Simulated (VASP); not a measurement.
# InAs (I-4m2) in VASP: notebook

The runs below take InAs through single point, with PBE.

All numbers are computed with VASP 6.6.1; they aren't measurements. Logs are shortened: lines on timing, memory, paths and dates and some standing lists are left out, and cuts for length are marked.

## Step 1: The cell of the first run

Symmetry: I-4m2, No. 119, tetragonal system. The conventional cell has a = 4.309 Å, b = 4.309 Å, c = 6.001 Å, α = 90.00°, β = 90.00°, γ = 90.00°. Within 3.5 Å of In (site symmetry -4m2) lie 4 As at 2.63 Å. Within 3.5 Å of As (site symmetry -4m2) lie 4 In at 2.63 Å.

## Step 2: Single point, PBE (strain -0.015 along x and y, -0.030 along z)

File INCAR:

```
PREC = Accurate
ENCUT = 520
EDIFF = 1E-6
ISMEAR = 0
SIGMA = 0.15
LREAL = F
LASPH = T
NELM = 60
ALGO = Normal
ISIF = 2
LWAVE = F
LCHARG = T
GGA = PE
LELF = T
LVHAR = T
NBANDS = 16
```

File KPOINTS:

```
regular mesh
0
Gamma
  16 16 16
```

File POSCAR:

```
InAs
1.0
    0.0000000000      3.0469789630      3.0005782682
    3.0469789630      0.0000000000      3.0005782682
    3.0469789630      3.0469789630      0.0000000000
In As
1 1
Direct
    0.0000000000      0.0000000000      0.0000000000
    0.7500000000      0.7500000000      0.7500000000
```

Potentials or basis: VASP PAW PBE potentials, release 64 (In_d, As).

Launch:

```sh
$ cat potpaw_PBE.64/In_d/POTCAR potpaw_PBE.64/As/POTCAR > POTCAR
$ mpirun -np 1 vasp_std > vasp.out
```

OUTCAR:

```text
PREC = Accurate
   ENCUT = 520
   EDIFF = 1E-6
   ISMEAR = 0
   LREAL = F
   LASPH = T
   NELM = 60
   ISIF = 2
   GGA = PE

 ion  position               nearest neighbor table
   1  0.000  0.000  0.000-   2 2.63   2 2.63   2 2.63   2 2.63
   2  0.750  0.750  0.750-   1 2.63   1 2.63   1 2.63   1 2.63

  LATTYP: Found a body centered tetragonal cell.
 ALAT       =     4.3090789737
 C/A-ratio  =     1.3926773153

  Lattice vectors:

 A1 = (   0.0000000000,  -3.0469789630,  -3.0005782682)
 A2 = (   0.0000000000,   3.0469789630,  -3.0005782682)
 A3 = (   3.0469789630,   0.0000000000,   3.0005782682)

Analysis of symmetry for initial positions (statically):
=====================================================================
 Subroutine PRICEL returns:
 Original cell was already a primitive cell.

 Routine SETGRP: Setting up the symmetry group for a
 body centered tetragonal supercell.

 Subroutine GETGRP returns: Found  8 space group operations
 (whereof  8 operations were pure point group operations)
 out of a pool of 16 trial point group operations.

The static configuration has the point symmetry D_2d.

Analysis of symmetry for dynamics (positions and initial velocities):
=====================================================================
 Subroutine PRICEL returns:
 Original cell was already a primitive cell.

 Routine SETGRP: Setting up the symmetry group for a
 body centered tetragonal supercell.

 Subroutine GETGRP returns: Found  8 space group operations
 (whereof  8 operations were pure point group operations)
 out of a pool of 16 trial point group operations.

The dynamic configuration has the point symmetry D_2d.

 Subroutine INISYM returns: Found  8 space group operations
 (whereof  8 operations are pure point group operations),
 and found     1 'primitive' translations

----------------------------------------------------------------------------------------

                                     Primitive cell

  volume of cell :      55.7152

  direct lattice vectors                    reciprocal lattice vectors
     0.000000000  3.046978963  3.000578268    -0.164096965  0.164096965  0.166634547
     3.046978963  0.000000000  3.000578268     0.164096965 -0.164096965  0.166634547
     3.046978963  3.046978963  0.000000000     0.164096965  0.164096965 -0.166634547

  length of vectors
     4.276394596  4.276394596  4.309078974     0.285696867  0.285696867  0.285696867

  position of ions in fractional coordinates (direct lattice)
     0.000000000  0.000000000  0.000000000
     0.750000000  0.750000000  0.750000000

  ion indices of the primitive-cell ions
   primitive index   ion index
                 1           1
                 2           2

----------------------------------------------------------------------------------------

 KPOINTS: regular mesh

Automatic generation of k-mesh.
 Grid dimensions read from file:
 generate k-points for:   16   16   16

 Generating k-lattice:

  Cartesian coordinates                     Fractional coordinates (reciprocal lattice)
    -0.010256060  0.010256060  0.010414659     0.062500000 -0.000000000  0.000000000
     0.010256060 -0.010256060  0.010414659    -0.000000000  0.062500000  0.000000000
     0.010256060  0.010256060 -0.010414659     0.000000000  0.000000000  0.062500000

  Length of vectors
     0.017856054  0.017856054  0.017856054

  Shift w.r.t. Gamma in fractional coordinates (k-lattice)
     0.000000000  0.000000000  0.000000000

 Subroutine IBZKPT returns following result:
 ===========================================

 Found    349 irreducible k-points:

 Following reciprocal coordinates:
            Coordinates               Weight
  0.000000  0.000000  0.000000      1.000000
  0.062500 -0.000000  0.000000      8.000000
  0.125000 -0.000000  0.000000      8.000000
  0.187500 -0.000000  0.000000      8.000000
  0.250000 -0.000000  0.000000      8.000000
  0.312500 -0.000000  0.000000      8.000000
[... 16 lines left out ...]
 -0.125000  0.062500  0.000000      8.000000
 -0.062500  0.062500  0.000000      4.000000
 [... further k-points ...]
   k-points           NKPTS =    349   k-points in BZ     NKDIM =    349   number of bands    NBANDS=     16
   number of dos      NEDOS =    301   number of ions     NIONS =      2
   total plane-waves  NPLWV =  32768
   dimension x,y,z NGX =    32 NGY =   32 NGZ =   32
   dimension x,y,z NGXF=    64 NGYF=   64 NGZF=   64
   ions per type =               1   1
   NGX,Y,Z   is equivalent  to a cutoff of  12.44, 12.44, 12.35 a.u.
   NGXF,Y,Z  is equivalent  to a cutoff of  24.88, 24.88, 24.69 a.u.
 SYSTEM =  unknown system
   PREC   = accura    normal or accurate (medium, high low for compatibility)
   ISTART =      0    job   : 0-new  1-cont  2-samecut
   ICHARG =      2    charge: 1-file 2-atom 10-const
   ISPIN  =      1    spin polarized calculation?
   LNONCOLLINEAR =      F non collinear calculations
   LSORBIT =      F    spin-orbit coupling
   LASPH  =      T    aspherical Exc in radial PAW
   ENCUT  =  520.0 eV  38.22 Ry    6.18 a.u.   7.95  7.95  8.01*2*pi/ulx,y,z
   NELM   =     60;   NELMIN=  2; NELMDL= -5     # of ELM steps
   EDIFF  = 0.1E-05   stopping-criterion for ELM
   LREAL  =      F    real-space projection
[... 7 lines left out ...]
   TEBEG  =    0.0;   TEEND  =   0.0 temperature during run
   PSTRESS=    0.0 pullay stress
   NELECT =      18.0000    total number of electrons
   NUPDOWN=      -1.0000    fix difference up-down
   EMIN   =  10.00;   EMAX   =-10.00  energy-range for DOS
   EFERMI =   0.00;   METHOD = LEGACY
   ISMEAR =     0;   SIGMA  =   0.15  broadening in eV -4-tet -1-fermi 0-gaus
   EFERMI_NEDOS =   21; number of points for ismear=-14 and -15
   IALGO  =     38    algorithm
   IMIX   =      4    mixing-type and parameters
     AMIX     =   0.40;   BMIX     =  1.00
     AMIX_MAG =   1.60;   BMIX_MAG =  1.00
  volume/ion in A,a.u.               =      27.86       187.99
  Fermi-wavevector in a.u.,A,eV,Ry     =   1.123331  2.122788 17.168815  1.261872
  Thomas-Fermi vector in A             =   2.259996
   LORBIT       =      0    0 simple, 1 ext, 2 COOP (PROOUT), +10 PAW based schemes
   GGA     = PE    functional components
   LHFCALC =     F    Hartree Fock is set to
   AEXX    =    0.0000 exact exchange contribution
   IVDW    =     0    specifies the selected vdW correction
   LEPSILON=     F    determine dielectric tensor
   LRPA    =     F    only Hartree local field effects (RPA)
 non-spin polarized calculation
 Gauss-broadening in eV      SIGMA  =   0.15
  energy-cutoff  :      520.00
  volume of cell :       55.72
 maximum number of plane-waves:      1522
   NGX = 15   NGY = 15   NGZ = 17

 number of electron      17.9999992 magnetization

 Free energy of the ion-electron system (eV)
  ---------------------------------------------------
  ext. energy  EPLUGINS =         0.00000000
  ---------------------------------------------------
  free energy    TOTEN  =        -7.68264696 eV

  energy without entropy =       -7.68253043  energy(sigma->0) =       -7.68258870

 E-fermi :   4.5869     XC(G=0):  -9.0595

 val. band max:        4.4750222354   @ k =   0.0000   0.0000   0.0000
 cond. band min:       5.0353092132   @ k =   0.0625  -0.0000   0.0000
 fundamental gap:      0.5602869778
 Fermi energy:         4.5869355923

 k-point     1 :       0.0000    0.0000    0.0000
  band No.  band energies     occupation
      1      -9.9493      2.00000
      2      -9.9493      2.00000
      3      -9.9438      2.00000
      4      -9.8262      2.00000
      5      -9.8238      2.00000
      6      -7.3829      2.00000
[... 8 lines left out ...]
     15      13.9609      0.00000
     16      14.2083      0.00000

 k-point     2 :       0.0625   -0.0000    0.0000
  band No.  band energies     occupation
      1      -9.9532      2.00000
      2      -9.9478      2.00000
      3      -9.9435      2.00000
      4      -9.8263      2.00000
      5      -9.8238      2.00000
      6      -7.3425      2.00000
[... 8 lines left out ...]
     15      13.5832      0.00000
     16      13.7843      0.00000

 k-point     3 :       0.1250   -0.0000    0.0000
  band No.  band energies     occupation
      1      -9.9670      2.00000
      2      -9.9436      2.00000
      3      -9.9398      2.00000
      4      -9.8265      2.00000
      5      -9.8237      2.00000
      6      -7.2238      2.00000
[... 8 lines left out ...]
     15      13.1354      0.00000
     16      13.3028      0.00000

 k-point     4 :       0.1875   -0.0000    0.0000
  band No.  band energies     occupation
      1      -9.9874      2.00000
      2      -9.9376      2.00000
      3      -9.9341      2.00000
      4      -9.8264      2.00000
      5      -9.8232      2.00000
      6      -7.0344      2.00000
[... 8 lines left out ...]
     15      12.9217      0.00000
     16      13.0930      0.00000

 k-point     5 :       0.2500   -0.0000    0.0000
  band No.  band energies     occupation
      1     -10.0106      2.00000
      2      -9.9312      2.00000
      3      -9.9278      2.00000
      4      -9.8256      2.00000
      5      -9.8220      2.00000
      6      -6.7882      2.00000
[... 8 lines left out ...]
     15      12.9491      0.00000
     16      13.0404      0.00000

 k-point     6 :       0.3125   -0.0000    0.0000
  band No.  band energies     occupation
      1     -10.0327      2.00000
      2      -9.9256      2.00000
      3      -9.9223      2.00000
      4      -9.8241      2.00000
      5      -9.8198      2.00000
      6      -6.5083      2.00000
[... 8 lines left out ...]
     15      13.3148      0.00000
     16      13.3268      0.00000

 k-point     7 :       0.3750   -0.0000    0.0000
  band No.  band energies     occupation
      1     -10.0509      2.00000
      2      -9.9215      2.00000
      3      -9.9182      2.00000
      4      -9.8221      2.00000
      5      -9.8173      2.00000
      6      -6.2327      2.00000
[... 8 lines left out ...]
     15      13.8973      0.00000
     16      13.9392      0.00000

 k-point     8 :       0.4375   -0.0000    0.0000
  band No.  band energies     occupation
      1     -10.0627      2.00000
      2      -9.9192      2.00000
      3      -9.9159      2.00000
      4      -9.8204      2.00000
      5      -9.8153      2.00000
      6      -6.0198      2.00000
[... 8 lines left out ...]
     15      14.6204      0.00000
     16      14.7045      0.00000

 k-point     9 :       0.5000   -0.0000    0.0000
  band No.  band energies     occupation
      1     -10.0668      2.00000
      2      -9.9184      2.00000
      3      -9.9152      2.00000
      4      -9.8197      2.00000
      5      -9.8145      2.00000
      6      -5.9377      2.00000
[... 8 lines left out ...]
     15      15.0926      0.00000
     16      15.2093      0.00000
[... 172 lines left out ...]
 k-point    19 :      -0.3750    0.0625    0.0000
  band No.  band energies     occupation
      1     -10.0573      2.00000
      2      -9.9194      2.00000
      3      -9.9155      2.00000
      4      -9.8205      2.00000
      5      -9.8186      2.00000
      6      -6.1270      2.00000
[... 8 lines left out ...]
     15      13.7030      0.00000
     16      14.7549      0.00000

 k-point    20 :      -0.3125    0.0625    0.0000
  band No.  band energies     occupation
      1     -10.0416      2.00000
      2      -9.9235      2.00000
      3      -9.9182      2.00000
      4      -9.8217      2.00000
      5      -9.8216      2.00000
      6      -6.3876      2.00000
[... 8 lines left out ...]
     15      13.0194      0.00000
     16      14.1521      0.00000

 k-point    21 :      -0.2500    0.0625    0.0000
  band No.  band energies     occupation
      1     -10.0215      2.00000
      2      -9.9292      2.00000
      3      -9.9224      2.00000
      4      -9.8241      2.00000
      5      -9.8229      2.00000
      6      -6.6691      2.00000
[... 8 lines left out ...]
     15      12.8378      0.00000
     16      13.7865      0.00000

 k-point    22 :      -0.1875    0.0625    0.0000
  band No.  band energies     occupation
      1      -9.9995      2.00000
      2      -9.9356      2.00000
      3      -9.9278      2.00000
      4      -9.8253      2.00000
      5      -9.8240      2.00000
      6      -6.9275      2.00000
[... 8 lines left out ...]
     15      12.8648      0.00000
     16      13.6842      0.00000

 k-point    23 :      -0.1250    0.0625    0.0000
  band No.  band energies     occupation
      1      -9.9789      2.00000
      2      -9.9417      2.00000
      3      -9.9334      2.00000
      4      -9.8254      2.00000
      5      -9.8248      2.00000
      6      -7.1355      2.00000
[... 8 lines left out ...]
     15      12.9758      0.00000
     16      13.3228      0.00000

 k-point    24 :      -0.0625    0.0625    0.0000
  band No.  band energies     occupation
      1      -9.9629      2.00000
      2      -9.9461      2.00000
      3      -9.9386      2.00000
      4      -9.8255      2.00000
      5      -9.8247      2.00000
      6      -7.2769      2.00000
[... 8 lines left out ...]
     15      13.0284      0.00000
     16      13.4852      0.00000

 [... further k-points ...]
[... 5 lines left out ...]
  --------------------------------------------------------------------------------------
  -------------------------------------------------------------------------------------
  Total        1.1428456      1.1428456      1.3081982      0.0000000      0.0000000     -0.0000000
  in kB       32.8642927     32.8642927     37.6192610      0.0000000      0.0000000     -0.0000000
  external PRESSURE =      34.4492821 kB  Pullay stress =       0.0000000 kB

 VOLUME and BASIS-vectors are now :
 -----------------------------------------------------------------------------
  energy-cutoff  :      520.00
  volume of cell :       55.72
      direct lattice vectors                 reciprocal lattice vectors
     0.000000000  3.046978963  3.000578268    -0.164096965  0.164096965  0.166634547
     3.046978963  0.000000000  3.000578268     0.164096965 -0.164096965  0.166634547
     3.046978963  3.046978963  0.000000000     0.164096965  0.164096965 -0.166634547

 POSITION                                       TOTAL-FORCE (eV/Angst)
 -----------------------------------------------------------------------------------
      0.00000      0.00000      0.00000        -0.000000     -0.000000     -0.000000
      4.57047      4.57047      4.50087         0.000000      0.000000      0.000000
 -----------------------------------------------------------------------------------
    total drift:                                0.000000      0.000000     -0.000000

  FREE ENERGIE OF THE ION-ELECTRON SYSTEM (eV)
  ---------------------------------------------------
  free  energy   TOTEN  =        -7.6826469621 eV

  energy  without entropy=       -7.6825304280  energy(sigma->0) =       -7.68258870
```

It took 75 s on 1 thread of Intel Xeon 6975P-C (Granite Rapids), shared host; peak memory 0.43 GiB.

Results:

```
Free energy : -7.6826 eV
Pressure    : 3.4 GPa
```

Levels at points of the mesh, in eV from the Fermi level:
```tsv
k point	band 5	band 6	band 7	band 8	band 9	band 10	band 11	band 12	band 13	band 14
(0.00, 0.00, 0.00)	-14.41	-11.97	-0.40	-0.18	-0.18	-0.11	3.73	3.76	3.76	7.32
(0.50, 0.00, 0.00)	-14.40	-10.52	-5.88	-1.19	-1.09	0.78	4.47	4.57	6.69	8.83
(0.50, 0.50, 0.00)	-14.39	-9.96	-5.90	-2.51	-2.51	1.35	1.81	9.06	9.06	9.06
(0.50, 0.00, 0.50)	-14.39	-10.01	-5.99	-2.43	-2.42	1.43	1.95	8.93	8.98	9.12
```

Caveat: the cell differs from its parent crystal (strain -0.015 along x and y, -0.030 along z); spin-orbit coupling is left out, which moves the levels of the heavy elements.

## Step 3: Single point, PBE (strain -0.030 along x and y, +0.015 along z)

File INCAR:

```
ALGO     = Normal         # electronic algorithm
EDIFF    = 1E-7           # SCF threshold, eV
ENCUT    = 520            # plane-wave cutoff, eV
GGA      = PE             # functional
ISIF     = 2              # what is computed and relaxed
ISMEAR   = 0              # smearing method
LASPH    = T              # aspherical terms in the spheres
LCHARG   = T              # write CHGCAR
LELF     = T              # ELF
LREAL    = F              # projectors in reciprocal space
LVHAR    = T            
LWAVE    = F              # write WAVECAR
NBANDS   = 16             # bands
NELM     = 100            # most SCF steps
PREC     = Accurate       # precision mode
SIGMA    = 0.15           # smearing width, eV
```

File KPOINTS:

```
k-points
0
Gamma
  16 16 16
```

File POSCAR:

```
InAs
1.0
    0.0000000000      3.0005782682      3.1397803528
    3.0005782682      0.0000000000      3.1397803528
    3.0005782682      3.0005782682      0.0000000000
In As
1 1
Direct
    0.0000000000      0.0000000000      0.0000000000
    0.7500000000      0.7500000000      0.7500000000
```

Potentials or basis: VASP PAW PBE potentials, release 64 (In_d, As).

Launch:

```sh
$ cat potpaw_PBE.64/In_d/POTCAR potpaw_PBE.64/As/POTCAR > POTCAR
$ mpirun -np 1 vasp_std > vasp.out
```

Run time: 98 s. Hardware: 1 thread of Intel Xeon 6975P-C (Granite Rapids), shared host; peak memory 0.43 GiB.

The run converged. Its results:

```yaml
Free_energy: -7.6906 eV
Pressure: 2.5 GPa
Band_gap_on_the_k_mesh: zero (filled and empty bands touch)
```

Stress tensor (GPa, compression positive):
```
3.04 0.00 0.00
0.00 3.04 0.00
0.00 0.00 1.42
```

Levels at points of the mesh, in eV from the Fermi level:
| k point | band 7 | band 8 | band 9 | band 10 | band 11 | band 12 |
| --- | --- | --- | --- | --- | --- | --- |
| (0.00, 0.00, 0.00) | -0.52 | -0.36 | -0.13 | -0.13 | 3.68 | 3.68 |
| (0.50, 0.00, 0.00) | -5.85 | -1.31 | -1.00 | 0.68 | 4.36 | 4.60 |
| (0.50, 0.50, 0.00) | -6.11 | -2.28 | -2.28 | 1.53 | 2.12 | 8.57 |
| (0.50, 0.00, 0.50) | -5.85 | -2.53 | -2.52 | 1.31 | 1.73 | 8.65 |

Caveat: the cell differs from its parent crystal (strain -0.030 along x and y, +0.015 along z); spin-orbit coupling is left out, which moves the levels of the heavy elements.
